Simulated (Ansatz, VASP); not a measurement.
**PbSe: VASP beside Ansatz**

INCAR

```
SYSTEM = PbSe
ALGO = Normal
EDIFF = 1E-6
ENCUT = 520
GGA = PS
ISIF = 2
ISMEAR = -1
LASPH = .TRUE.
LCHARG = .FALSE.
LREAL = .FALSE.
LWAVE = .FALSE.
NBANDS = 17
NELM = 60
PREC = Accurate
SIGMA = 0.02
```

Contents of KPOINTS:

```
k-points
0
G
  7 7 7
  0 0 0
```

The input POSCAR:

```
PbSe
1.0
    0.0000000000      3.0207645214      3.0207645214
    3.0207645214      0.0000000000      3.0207645214
    3.0207645214      3.0207645214      0.0000000000
Pb Se
1 1
Direct
    0.0000000000      0.0000000000      0.0000000000
    0.5000000000      0.5000000000      0.5000000000
```

Input for Ansatz:

```yaml
crystal:
  lattice:
    - [0.0, 3.0207645214, 3.0207645214]
    - [3.0207645214, 0.0, 3.0207645214]
    - [3.0207645214, 3.0207645214, 0.0]
  atoms:
    - { symbol: Pb, position: [0.0, 0.0, 0.0] }
    - { symbol: Se, position: [0.5, 0.5, 0.5] }
kpoints:
  mp_grid: { grid: [7, 7, 7] }
  band_path:
    path:
      - [0.0, 0.0, 0.0]
      - [0.5, 0.0, 0.5]
      - [0.625, 0.25, 0.625]
      - [0.375, 0.375, 0.75]
      - [0.0, 0.0, 0.0]
      - [0.5, 0.5, 0.5]
      - [0.5, 0.25, 0.75]
      - [0.5, 0.0, 0.5]
    npoints: 5
scf:
  occupations: { method: fermi_dirac, width: 0.02 }
hamiltonian:
  xc: pbesol
  pseudopotentials: { kind: all_electron, lapw: { basis_error: 0.0005 } }
output:
  forces: true
  stress: true
  eigenvalues: true
```

Change from the starting cell: volume scaled by 0.96.

Alike in both runs: task single point; functional PBEsol; k mesh 7 × 7 × 7; occupations fermi-dirac, width 0.02 eV; no spin polarisation.

|  | VASP | Ansatz |
| --- | --- | --- |
| version | VASP 6.6.1 | Ansatz 0.2.0 |
| potentials or method | VASP PAW PBE potentials, release 64 (Pb_d, Se), cutoff 520 eV | all-electron LAPW, scalar-relativistic |

```tsv
	VASP	Ansatz	Ansatz less VASP
pressure (GPa)	1.6	1.6	+0.01
```

VASP's potentials were made for PBE, not for PBEsol. Ansatz ran all-electron here, and VASP with PAW potentials.

Neither program's run includes spin-orbit coupling.
